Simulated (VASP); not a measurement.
# Rh: single point with LDA

Rh:

```
Rh
1.0
     0.00000    1.87686    1.87686
     1.87686    0.00000    1.87686
     1.87686    1.87686    0.00000
Rh
1
Direct
  0.00000 0.00000 0.00000
```

```json
{
 "Program": "VASP 6.6.1",
 "Task": "single point",
 "Functional": "LDA",
 "Potentials or basis": "VASP PAW LDA potentials, release 64 (Rh_pv)",
 "Cutoff": "500 eV",
 "k mesh": "17 × 17 × 17",
 "Occupations": "fermi-dirac, width 0.05 eV",
 "Spin": "no spin polarisation",
 "Dipole correction": "no",
 "Further INCAR settings": "ALGO = Normal; EDIFF = 1e-06; NBANDS = 14"
}
```

```yaml
Pressure: 1.0 GPa
Band_gap_on_the_k_mesh: zero (an odd number of electrons rules out a gap without spin polarisation)
```

Levels at points of the mesh, in eV from the Fermi level:
| k point | band 5 | band 6 | band 7 | band 8 | band 9 | band 10 |
| --- | --- | --- | --- | --- | --- | --- |
| (0.00, 0.00, 0.00) | -3.31 | -3.31 | -3.31 | -1.05 | -1.05 | 15.90 |

It took 34 s on 1 thread of Intel Xeon 8259CL, on a shared host, peak memory 0.14 GiB.
